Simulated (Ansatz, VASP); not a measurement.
**Ni in VASP and in Ansatz**

```
Ni
1.0
     0.00000    1.62651    1.76795
     1.62651    0.00000    1.76795
     1.62651    1.62651    0.00000
Ni
1
Direct
  0.00000 0.00000 0.00000
```

Change from the starting cell: strain -0.080 along x and y, +0.000 along z, atoms carried along.

Alike in both runs: task single point; functional PBEsol; k mesh 22 × 22 × 22; occupations gaussian, width 0.15 eV; collinear spin.

```csv
,VASP,Ansatz
version,VASP 6.6.1,Ansatz 0.2.0
potentials or method,"VASP PAW PBE potentials, release 64 (Ni), cutoff 520 eV","scalar-relativistic, plane waves, PAW"
valence electrons in the cell,10,18
```

Ansatz gave:

- gap on the k mesh at the Fermi level (eV): none
- pressure (GPa): 31.8
- traceless stress, the component that is largest in VASP (GPa): -11.91
- net moment per atom (μB): 0.58
- size of the moment on the site where the two differ most (μB): 0.61

Question: Estimate VASP's values.

Answer: gap on the k mesh at the Fermi level (eV): none; pressure (GPa): 31.2; traceless stress, the component that is largest in VASP (GPa): -11.55; net moment per atom (μB): 0.57; size of the moment on the site where the two differ most (μB): 0.57.

VASP's potentials were made for PBE, not for PBEsol. Site moments also hang on the region over which each program counts them. A gap of «none» marks a metal or a gap that the smearing closes. Both programs put the cell under a high pressure, so it lies far from rest at this level. With one functional, cell and mesh, what is left measures potentials, basis and numerics. VASP's potentials hold 10 valence electrons a cell and Ansatz's 18, so a difference there can come from the potentials and not from the codes.
